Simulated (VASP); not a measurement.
# Al2O3 (R-3c) in VASP: a series of runs

Aim: see how the results for Al2O3 move with the level of theory and the settings. Levels: PBE, PBEsol, LDA. Tasks: relaxation of cell and atoms.

Program: VASP 6.6.1. These are calculated values, not measurements. Logs are shortened: lines on timing, memory, paths and dates and some standing lists are left out, and cuts for length are marked.

## (1) The cell of the first run

It takes space group R-3c (No. 167, trigonal). Conventional cell: a = 4.760 Å, b = 4.760 Å, c = 12.996 Å, α = 90.00°, β = 90.00°, γ = 120.00°. Within 2.5 Å of Al (site symmetry 3) lie 6 O at 1.85 to 1.97 Å. Within 2.9 Å of O (site symmetry 2) lie 4 Al at 1.85 to 1.97 Å and 12 O at 2.53 to 2.86 Å.

## (2) Relaxation of cell and atoms, PBE

File INCAR:

```
PREC = Accurate
ENCUT = 600
EDIFF = 1E-6
ISMEAR = -1
SIGMA = 0.02
LREAL = False
LASPH = True
NELM = 100
ALGO = Normal
ISIF = 3
LWAVE = False
LCHARG = False
GGA = PE
IBRION = 2
NSW = 80
EDIFFG = -0.005
```

File KPOINTS:

```
Automatic mesh
0
Gamma
  6 6 6
```

File POSCAR:

```
Al2O3
1.0
    2.3802500000      1.3742379782      4.3318666667
   -2.3802500000      1.3742379782      4.3318666667
    0.0000000000     -2.7484759565      4.3318666667
Al O
4 6
Direct
    0.3521600000      0.3521600000      0.3521600000
    0.1478400000      0.1478400000      0.1478400000
    0.6478400000      0.6478400000      0.6478400000
    0.8521600000      0.8521600000      0.8521600000
    0.5566800000      0.9433200000      0.2500000000
    0.2500000000      0.5566800000      0.9433200000
    0.9433200000      0.2500000000      0.5566800000
    0.4433200000      0.0566800000      0.7500000000
    0.7500000000      0.4433200000      0.0566800000
    0.0566800000      0.7500000000      0.4433200000
```

Potentials or basis: VASP PAW PBE potentials, release 64 (Al, O).

The run is started by

```sh
$ cat potpaw_PBE.64/Al/POTCAR potpaw_PBE.64/O/POTCAR > POTCAR
$ mpirun -np 1 vasp_std > vasp.out
```

OUTCAR:

```text
PREC = Accurate
   ENCUT = 600
   EDIFF = 1E-6
   ISMEAR = -1
   LREAL = False
   LASPH = True
   NELM = 100
   ISIF = 3
   GGA = PE
   IBRION = 2
   NSW = 80
   EDIFFG = -0.005

 ion  position               nearest neighbor table
   1  0.352  0.352  0.352-   9 1.85  10 1.85   8 1.85   7 1.97   5 1.97   6 1.97   2 2.66   3 2.79
                             3 2.79   3 2.79   2 3.22   2 3.22   2 3.22
   2  0.148  0.148  0.148-  10 1.85   9 1.85   8 1.85   6 1.97   5 1.97   7 1.97   1 2.66   4 2.79
                             4 2.79   4 2.79   1 3.22   1 3.22   1 3.22
   3  0.648  0.648  0.648-   6 1.85   7 1.85   5 1.85  10 1.97   8 1.97   9 1.97   4 2.66   1 2.79
                             1 2.79   1 2.79   4 3.22   4 3.22   4 3.22
   4  0.852  0.852  0.852-   7 1.85   6 1.85   5 1.85   9 1.97   8 1.97  10 1.97   3 2.66   2 2.79
                             2 2.79   2 2.79   3 3.22   3 3.22   3 3.22
   5  0.557  0.943  0.250-   3 1.85   4 1.85   1 1.97   2 1.97
   6  0.250  0.557  0.943-   3 1.85   4 1.85   2 1.97   1 1.97
   7  0.943  0.250  0.557-   4 1.85   3 1.85   1 1.97   2 1.97
   8  0.443  0.057  0.750-   1 1.85   2 1.85   3 1.97   4 1.97
   9  0.750  0.443  0.057-   1 1.85   2 1.85   4 1.97   3 1.97
  10  0.057  0.750  0.443-   2 1.85   1 1.85   3 1.97   4 1.97

  LATTYP: Found a trigonal (rhomboedric) cell.
 ALAT       =     5.1302230849
 COS(alpha) =     0.5694707703

  Lattice vectors:

 A1 = (   2.3802500000,   1.3742379782,   4.3318666667)
 A2 = (  -2.3802500000,   1.3742379782,   4.3318666667)
 A3 = (   0.0000000000,  -2.7484759565,   4.3318666667)

Analysis of symmetry for initial positions (statically):
=====================================================================
 Subroutine PRICEL returns:
 Original cell was already a primitive cell.

 Routine SETGRP: Setting up the symmetry group for a
 trigonal (rhombohedral) supercell.

 Subroutine GETGRP returns: Found 12 space group operations
 (whereof  6 operations were pure point group operations)
 out of a pool of 12 trial point group operations.

The static configuration has the point symmetry S_6 .
 The point group associated with its full space group is D_3d.

Analysis of symmetry for dynamics (positions and initial velocities):
=====================================================================
 Subroutine PRICEL returns:
 Original cell was already a primitive cell.

 Routine SETGRP: Setting up the symmetry group for a
 trigonal (rhombohedral) supercell.

 Subroutine GETGRP returns: Found 12 space group operations
 (whereof  6 operations were pure point group operations)
 out of a pool of 12 trial point group operations.

The dynamic configuration has the point symmetry S_6 .
 The point group associated with its full space group is D_3d.

 Subroutine INISYM returns: Found 12 space group operations
 (whereof  6 operations are pure point group operations),
 and found     1 'primitive' translations

----------------------------------------------------------------------------------------

                                     Primitive cell

  volume of cell :      85.0180

  direct lattice vectors                    reciprocal lattice vectors
     2.380250000  1.374237978  4.331866667     0.210061968  0.121279334  0.076949121
    -2.380250000  1.374237978  4.331866667    -0.210061968  0.121279334  0.076949121
     0.000000000 -2.748475957  4.331866667     0.000000000 -0.242558668  0.076949121

  length of vectors
     5.130223085  5.130223085  5.130223085     0.254471756  0.254471756  0.254471756

  position of ions in fractional coordinates (direct lattice)
     0.352160000  0.352160000  0.352160000
     0.147840000  0.147840000  0.147840000
     0.647840000  0.647840000  0.647840000
     0.852160000  0.852160000  0.852160000
     0.556680000  0.943320000  0.250000000
     0.250000000  0.556680000  0.943320000
     0.943320000  0.250000000  0.556680000
     0.443320000  0.056680000  0.750000000
     0.750000000  0.443320000  0.056680000
     0.056680000  0.750000000  0.443320000

  ion indices of the primitive-cell ions
   primitive index   ion index
                 1           1
                 2           2
                 3           3
                 4           4
                 5           5
                 6           6
                 7           7
                 8           8
                 9           9
                10          10

----------------------------------------------------------------------------------------

 KPOINTS: Automatic mesh

Automatic generation of k-mesh.
 Grid dimensions read from file:
 generate k-points for:    6    6    6

 Generating k-lattice:

  Cartesian coordinates                     Fractional coordinates (reciprocal lattice)
     0.035010328  0.020213222  0.012824854     0.166666667  0.000000000 -0.000000000
    -0.035010328  0.020213222  0.012824854     0.000000000  0.166666667 -0.000000000
[... 32 lines left out ...]
   NGXF,Y,Z  is equivalent  to a cutoff of  27.22, 27.22, 27.22 a.u.
 SYSTEM =  unknown system
   PREC   = accura    normal or accurate (medium, high low for compatibility)
   ISTART =      0    job   : 0-new  1-cont  2-samecut
   ICHARG =      2    charge: 1-file 2-atom 10-const
   ISPIN  =      1    spin polarized calculation?
   LNONCOLLINEAR =      F non collinear calculations
   LSORBIT =      F    spin-orbit coupling
   LASPH  =      T    aspherical Exc in radial PAW
   ENCUT  =  600.0 eV  44.10 Ry    6.64 a.u.  10.25 10.25 10.25*2*pi/ulx,y,z
   NELM   =    100;   NELMIN=  2; NELMDL= -5     # of ELM steps
   EDIFF  = 0.1E-05   stopping-criterion for ELM
   LREAL  =      F    real-space projection
   EDIFFG = -.5E-02   stopping-criterion for IOM
   NSW    =     80    number of steps for IOM
   IBRION =      2    ionic relax: 0-MD 1-quasi-New 2-CG
   NFREE  =      1    steps in history (QN), initial steepest desc. (CG)
   ISIF   =      3    stress and relaxation
   ISYM   =      2    0-nonsym 1-usesym 2-fastsym
   POTIM  = 0.5000    time-step for ionic-motion
   TEBEG  =    0.0;   TEEND  =   0.0 temperature during run
   PSTRESS=    0.0 pullay stress
   NELECT =      48.0000    total number of electrons
   NUPDOWN=      -1.0000    fix difference up-down
   EMIN   =  10.00;   EMAX   =-10.00  energy-range for DOS
   EFERMI =   0.00;   METHOD = LEGACY
   ISMEAR =    -1;   SIGMA  =   0.02  broadening in eV -4-tet -1-fermi 0-gaus
   EFERMI_NEDOS =   21; number of points for ismear=-14 and -15
   IALGO  =     38    algorithm
   IMIX   =      4    mixing-type and parameters
     AMIX     =   0.40;   BMIX     =  1.00
     AMIX_MAG =   1.60;   BMIX_MAG =  1.00
  volume/ion in A,a.u.               =       8.50        57.37
  Fermi-wavevector in a.u.,A,eV,Ry     =   1.353064  2.556920 24.909299  1.830782
  Thomas-Fermi vector in A             =   2.480350
   LORBIT       =      0    0 simple, 1 ext, 2 COOP (PROOUT), +10 PAW based schemes
   GGA     = PE    functional components
   LHFCALC =     F    Hartree Fock is set to
   AEXX    =    0.0000 exact exchange contribution
   IVDW    =     0    specifies the selected vdW correction
   LEPSILON=     F    determine dielectric tensor
   LRPA    =     F    only Hartree local field effects (RPA)
 conjugate gradient relaxation of ions
 non-spin polarized calculation
  energy-cutoff  :      600.00
  volume of cell :       85.02
 maximum number of plane-waves:      2873
 NGX is ok and might be reduce to    42
   NGX = 21   NGY = 21   NGZ = 21

--------------------------------------- Ionic step        1  -------------------------------------------

 number of electron      48.0000003 magnetization

 Free energy of the ion-electron system (eV)
  ---------------------------------------------------
  ext. energy  EPLUGINS =         0.00000000
  ---------------------------------------------------
  free energy    TOTEN  =       -74.77323982 eV

  energy without entropy =      -74.77323982  energy(sigma->0) =      -74.77323982

------------------------ aborting loop because EDIFF is reached ----------------------------------------

  FORCE on cell =-STRESS in cart. coord.  units (eV):
  Direction    XX          YY          ZZ          XY          YZ          ZX
  --------------------------------------------------------------------------------------
  -------------------------------------------------------------------------------------
  Total        3.7486999      3.7486999      3.4128692      0.0000000     -0.0000000      0.0000000
  in kB       70.6448340     70.6448340     64.3160513      0.0000000     -0.0000000      0.0000000
  external PRESSURE =      68.5352398 kB  Pullay stress =       0.0000000 kB
[... 249 lines left out ...]
  energy  without entropy=      -74.8239613184  energy(sigma->0) =      -74.82396132

--------------------------------------- Ionic step        7  -------------------------------------------

 number of electron      47.9999999 magnetization

 Free energy of the ion-electron system (eV)
  ---------------------------------------------------
  ext. energy  EPLUGINS =         0.00000000
  ---------------------------------------------------
  free energy    TOTEN  =       -74.82397344 eV

  energy without entropy =      -74.82397344  energy(sigma->0) =      -74.82397344

 E-fermi :   6.2376     XC(G=0): -11.5453

 val. band max:        5.8153045655   @ k =   0.0000   0.0000   0.0000
 cond. band min:      11.6815432209   @ k =   0.0000   0.0000   0.0000
 fundamental gap:      5.8662386554
 Fermi energy:         6.2375531456

 k-point     1 :       0.0000    0.0000    0.0000
  band No.  band energies     occupation
      1     -13.2094      2.00000
      2     -10.9830      2.00000
      3     -10.7199      2.00000
      4     -10.7199      2.00000
      5     -10.4130      2.00000
      6     -10.4130      2.00000
[... 781 lines left out ...]
     29      16.0076      0.00000
     30      16.7665      0.00000

 [... further k-points ...]

------------------------ aborting loop because EDIFF is reached ----------------------------------------

  FORCE on cell =-STRESS in cart. coord.  units (eV):
  Direction    XX          YY          ZZ          XY          YZ          ZX
  --------------------------------------------------------------------------------------
  -------------------------------------------------------------------------------------
  Total       -0.0362788     -0.0362788     -0.0450980      0.0000000      0.0000000      0.0000000
  in kB       -0.6645278     -0.6645278     -0.8260712      0.0000000      0.0000000      0.0000000
  external PRESSURE =      -0.7183756 kB  Pullay stress =       0.0000000 kB
[... 25 lines left out ...]
  FREE ENERGIE OF THE ION-ELECTRON SYSTEM (eV)
  ---------------------------------------------------
  free  energy   TOTEN  =       -74.8239734387 eV

  energy  without entropy=      -74.8239734387  energy(sigma->0) =      -74.82397344

 reached required accuracy - stopping structural energy minimisation
```

It took 3.5 min on 1 thread of Intel Xeon 6975P-C (Granite Rapids), shared host; peak memory 0.29 GiB.

Results:

```
Free energy                           : -74.8240 eV
Relaxed volume                        : 8.75 Å³/atom
Relaxed cell                          : a = 5.178 Å, b = 5.178 Å, c = 5.178 Å, α = 55.30°, β = 55.30°, γ = 55.30°
Space group after relaxing (to 0.1 Å) : R-3c (No. 167)
Energy gained by relaxing             : 5.1 meV/atom
Ionic steps                           : 7
Pressure after relaxing               : -0.1 GPa
Band gap on the k mesh                : 5.87 eV
```

Forces in eV/Å, atoms in the order of the input:
```
Al   0.000  0.000  0.003
Al   0.000  0.000 -0.003
Al   0.000  0.000 -0.003
Al   0.000  0.000  0.003
O   -0.001  0.000  0.000
O    0.000 -0.001  0.000
O    0.000  0.001  0.000
O    0.001  0.000  0.000
O    0.000  0.001  0.000
O    0.000 -0.001  0.000
```

Step by step:
```tsv
step	energy change (eV)	largest force (eV/Å)	pressure (GPa)	volume (Å³)
1	0.0000	0.0276	6.85	85.02
2	-0.0141	0.0476	-5.32	89.57
3	-0.0505	0.0372	-0.02	87.44
4	-0.0505	0.0370	0.11	87.39
5	-0.0507	0.0032	0.11	87.40
6	-0.0507	0.0030	0.11	87.40
7	-0.0507	0.0025	-0.07	87.47
```

Final structure:
```
CELL_PARAMETERS angstrom
2.40322 1.38750 4.37194
-2.40322 1.38750 4.37194
0.00000 -2.77499 4.37194
ATOMIC_POSITIONS crystal
Al 0.35215 0.35215 0.35215
Al 0.14785 0.14785 0.14785
Al 0.64785 0.64785 0.64785
Al 0.85215 0.85215 0.85215
O 0.55617 0.94383 0.25000
O 0.25000 0.55617 0.94383
O 0.94383 0.25000 0.55617
O 0.44383 0.05617 0.75000
O 0.75000 0.44383 0.05617
O 0.05617 0.75000 0.44383
```

PBE usually gives volumes a little too large and moduli too small. Zero-point motion and thermal expansion aren't in these numbers.

## (3) Relaxation of cell and atoms, PBEsol

This run uses another cell than the first one, of 8.76 Å³/atom.

File INCAR:

```
PREC     = Accurate       # precision mode
ENCUT    = 600            # plane-wave cutoff, eV
EDIFF    = 1E-7           # SCF threshold, eV
ISMEAR   = -1             # smearing method
SIGMA    = 0.02           # smearing width, eV
LREAL    = F              # projectors in reciprocal space
LASPH    = T              # aspherical terms in the spheres
NELM     = 60             # most SCF steps
ALGO     = Normal         # electronic algorithm
ISIF     = 3              # what is computed and relaxed
LWAVE    = F              # write WAVECAR
LCHARG   = F              # write CHGCAR
GGA      = PS             # functional
IBRION   = 2              # ionic algorithm
NSW      = 80             # ionic steps
EDIFFG   = -0.005         # ionic threshold
```

KPOINTS is that of step 2.

File POSCAR:

```
Al2O3
1.0
    2.4043547065      1.3881548370      4.3744984015
   -2.4043547065      1.3881548370      4.3744984015
    0.0000000000     -2.7763096741      4.3744984015
Al O
4 6
Direct
    0.3521453522      0.3521453522      0.3521453522
    0.1478546478      0.1478546478      0.1478546478
    0.6478546478      0.6478546478      0.6478546478
    0.8521453522      0.8521453522      0.8521453522
    0.5561715154      0.9438284846      0.2500000000
    0.2500000000      0.5561715154      0.9438284846
    0.9438284846      0.2500000000      0.5561715154
    0.4438284846      0.0561715154      0.7500000000
    0.7500000000      0.4438284846      0.0561715154
    0.0561715154      0.7500000000      0.4438284846
```

Potentials or basis: VASP PAW PBE potentials, release 64 (Al, O).

The run is started by

```sh
$ cat potpaw_PBE.64/Al/POTCAR potpaw_PBE.64/O/POTCAR > POTCAR
$ mpirun -np 1 vasp_std > vasp.out
```

Wall time 4 min (1 thread of Intel Xeon 6975P-C (Granite Rapids), shared host); peak memory 0.3 GiB.

Results (log left out):

```yaml
Free_energy: -78.6890 eV
Relaxed_volume: 8.56 Å³/atom
Relaxed_cell: a = 5.138 Å, b = 5.138 Å, c = 5.138 Å, α = 55.35°, β = 55.35°, γ = 55.35°
Space_group_after_relaxing_to_0.1_Å: R-3c (No. 167)
Energy_gained_by_relaxing: 3.7 meV/atom
Ionic_steps: 7
Pressure_after_relaxing: -0.1 GPa
Band_gap_on_the_k_mesh: 6.05 eV
```

The path:
| step | energy change (eV) | largest force (eV/Å) | pressure (GPa) | volume (Å³) |
| --- | --- | --- | --- | --- |
| 1 | 0.0000 | 0.0625 | -5.57 | 87.60 |
| 2 | -0.0090 | 0.0558 | 5.24 | 83.80 |
| 3 | -0.0371 | 0.0161 | -0.01 | 85.54 |
| 4 | -0.0371 | 0.0159 | 0.11 | 85.49 |
| 5 | -0.0372 | 0.0054 | 0.11 | 85.49 |
| 6 | -0.0372 | 0.0032 | 0.11 | 85.49 |
| 7 | -0.0372 | 0.0014 | -0.07 | 85.55 |

Final structure:
```cif
data_structure
_symmetry_space_group_name_H-M 'P 1'
_symmetry_Int_Tables_number 1
_cell_length_a 5.1379
_cell_length_b 5.1379
_cell_length_c 5.1379
_cell_angle_alpha 55.354
_cell_angle_beta 55.354
_cell_angle_gamma 55.354
_cell_volume 85.55
loop_
_atom_site_label
_atom_site_type_symbol
_atom_site_fract_x
_atom_site_fract_y
_atom_site_fract_z
_atom_site_occupancy
Al1 Al 0.35207 0.35207 0.35207 1
Al2 Al 0.14793 0.14793 0.14793 1
Al3 Al 0.64793 0.64793 0.64793 1
Al4 Al 0.85207 0.85207 0.85207 1
O1 O 0.55582 0.94418 0.25000 1
O2 O 0.25000 0.55582 0.94418 1
O3 O 0.94418 0.25000 0.55582 1
O4 O 0.44418 0.05582 0.75000 1
O5 O 0.75000 0.44418 0.05582 1
O6 O 0.05582 0.75000 0.44418 1
```

Levels at points of the mesh, in eV from the valence-band top:
```tsv
k point	band 22	band 23	band 24	band 25	band 26	band 27
(0.00, 0.00, 0.00)	-0.04	-0.04	0.00	6.05	8.91	10.60
(0.50, 0.00, 0.00)	-0.91	-0.27	-0.27	9.27	9.27	9.49
(0.50, 0.50, 0.00)	-0.91	-0.74	-0.25	9.41	9.56	9.74
(0.50, 0.50, 0.50)	-0.38	-0.38	-0.38	8.49	8.49	10.91
```

Caveat: the PAW data sets were made with another functional, which shifts forces and pressure a little. A k mesh can miss the band edges.

## (4) Relaxation of cell and atoms, LDA

This run uses another cell than the first one, of 8.76 Å³/atom.

File INCAR:

```
  PREC = Accurate
  ENCUT = 600
  EDIFF = 1E-7
  ISMEAR = -1
  SIGMA = 0.02
  LREAL = F
  LASPH = T
  NELM = 80
  ALGO = Normal
  ISIF = 3
  LWAVE = F
  LCHARG = F
  IBRION = 2
  NSW = 80
  EDIFFG = -0.005
```

KPOINTS is that of step 3.

POSCAR is that of step 3.

Potentials or basis: VASP PAW LDA potentials, release 64 (Al, O).

The run is started by

```sh
$ cat potpaw_LDA.64/Al/POTCAR potpaw_LDA.64/O/POTCAR > POTCAR
$ mpirun -np 1 vasp_std > vasp.out
```

Run time: 4.3 min. Hardware: 1 thread of Intel Xeon 6975P-C (Granite Rapids), shared host; peak memory 0.25 GiB.

It converged, with:

| Item | Value |
| --- | --- |
| Free energy | -83.1431 eV |
| Relaxed volume | 8.34 Å³/atom |
| Relaxed cell | a = 5.093 Å, b = 5.093 Å, c = 5.093 Å, α = 55.37°, β = 55.37°, γ = 55.37° |
| Space group after relaxing (to 0.1 Å) | R-3c (No. 167) |
| Energy gained by relaxing | 16.2 meV/atom |
| Ionic steps | 8 |
| Pressure after relaxing | 0.0 GPa |
| Band gap on the k mesh | 6.42 eV |

The path:
```csv
step,energy change (eV),largest force (eV/Å),pressure (GPa),volume (Å³)
1,0.0000,0.1008,-11.66,87.60
2,-0.0233,0.1328,12.64,79.77
3,-0.1613,0.0350,-0.09,83.40
4,-0.1612,0.0351,0.16,83.32
5,-0.1616,0.0074,0.18,83.30
6,-0.1616,0.0034,0.18,83.31
7,-0.1616,0.0019,-0.13,83.40
8,-0.1617,0.0010,0.00,83.36
```

Final structure:
```
Al O
1.0
     2.36617    1.36611    4.29825
    -2.36617    1.36611    4.29825
     0.00000   -2.73222    4.29825
Al O
4 6
Direct
  0.35199 0.35199 0.35199
  0.14801 0.14801 0.14801
  0.64801 0.64801 0.64801
  0.85199 0.85199 0.85199
  0.55574 0.94426 0.25000
  0.25000 0.55574 0.94426
  0.94426 0.25000 0.55574
  0.44426 0.05574 0.75000
  0.75000 0.44426 0.05574
  0.05574 0.75000 0.44426
```

Levels at points of the mesh, in eV from the valence-band top:
```
           k point  band 20  band 21  band 22  band 23  band 24  band 25  band 26  band 27  band 28  band 29
(0.00, 0.00, 0.00)    -0.52    -0.52    -0.04    -0.04     0.00     6.42     9.08    10.78    11.54    11.54
(0.50, 0.00, 0.00)    -1.35    -0.94    -0.94    -0.29    -0.29     9.46     9.46     9.74     9.74    11.62
(0.50, 0.50, 0.00)    -1.34    -1.06    -0.94    -0.77    -0.26     9.45     9.84     9.95    10.46    11.08
(0.50, 0.50, 0.50)    -2.08    -0.39    -0.39    -0.39    -0.39     8.75     8.75    11.00    11.00    12.53
```

A k mesh can miss the band edges. Zero-point motion and thermal expansion aren't in these numbers.

## (5) The runs side by side

| level | potentials or basis | cell | gap on the mesh (eV) | pressure (GPa) | relaxed volume (Å³/atom) |
| --- | --- | --- | --- | --- | --- |
| PBE | VASP PAW PBE potentials, release 64 (Al, O) | relaxed from a = 5.130 Å, angles 55.3°, 10 atoms, atomic positions A | 5.87 | -0.1 | 8.75 |
| PBEsol | VASP PAW PBE potentials, release 64 (Al, O) | relaxed from a = 5.181 Å, angles 55.3°, 10 atoms, atomic positions B | 6.05 | -0.1 | 8.56 |
| LDA | VASP PAW LDA potentials, release 64 (Al, O) | relaxed from a = 5.181 Å, angles 55.3°, 10 atoms, atomic positions B | 6.42 | 0.0 | 8.34 |

Alike in all rows: task relaxation of cell and atoms; no spin polarisation; k mesh 6 × 6 × 6; cutoff (eV) 600; smearing fermi-dirac 0.02 eV.

Caveats: the PAW data sets were made with another functional, which shifts forces and pressure a little (at least some runs).

Absolute energies hang on the potentials; compare differences alone.
